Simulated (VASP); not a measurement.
Here is a VASP 6.6.1 calculation.

File INCAR:

```
ALGO     = Normal         # electronic algorithm
EDIFF    = 1E-7           # SCF threshold, eV
ENCUT    = 520            # plane-wave cutoff, eV
GGA      = PS             # functional
ISIF     = 2              # what is computed and relaxed
ISMEAR   = -1             # smearing method
ISPIN    = 2              # spin polarisation
LASPH    = T              # aspherical terms in the spheres
LCHARG   = F              # write CHGCAR
LMAXMIX  = 4              # l up to which the mixer works
LORBIT   = 11             # projections on sites
LREAL    = F              # projectors in reciprocal space
LWAVE    = F              # write WAVECAR
MAGMOM   = 1.837 1.837 1.836 0 # initial moments
NBANDS   = 31             # bands
NELM     = 150            # most SCF steps
NUPDOWN  = 5.51           # fixed moment
PREC     = Accurate       # precision mode
SIGMA    = 0.03           # smearing width, eV
```

Contents of KPOINTS:

```
k-points
0
Gamma
  9 9 9
```

The input POSCAR:

```
Fe3Ge
1.0
    3.6605005200      0.0000000000      0.0000000000
    0.0000000000      3.6605005200      0.0000000000
    0.0000000000      0.0000000000      3.6605005200
Fe Ge
3 1
Direct
    0.0000000000      0.5000000000      0.5000000000
    0.5000000000      0.5000000000      0.0000000000
    0.5000000000      0.0000000000      0.5000000000
    0.0000000000      0.0000000000      0.0000000000
```

Potentials or basis: VASP PAW PBE potentials, release 64 (Fe, Ge_d).

The run is started by

```console
$ cat potpaw_PBE.64/Fe/POTCAR potpaw_PBE.64/Ge_d/POTCAR > POTCAR
$ mpirun -np 1 vasp_std > vasp.out
```

Question: Predict the pressure.

Answer: -15.1 GPa.

Caveat: the cell stands under tension; the PAW data sets were made with another functional, which shifts forces and pressure a little; the total moment is fixed, so each spin has its own Fermi level and the state may be an excited one.
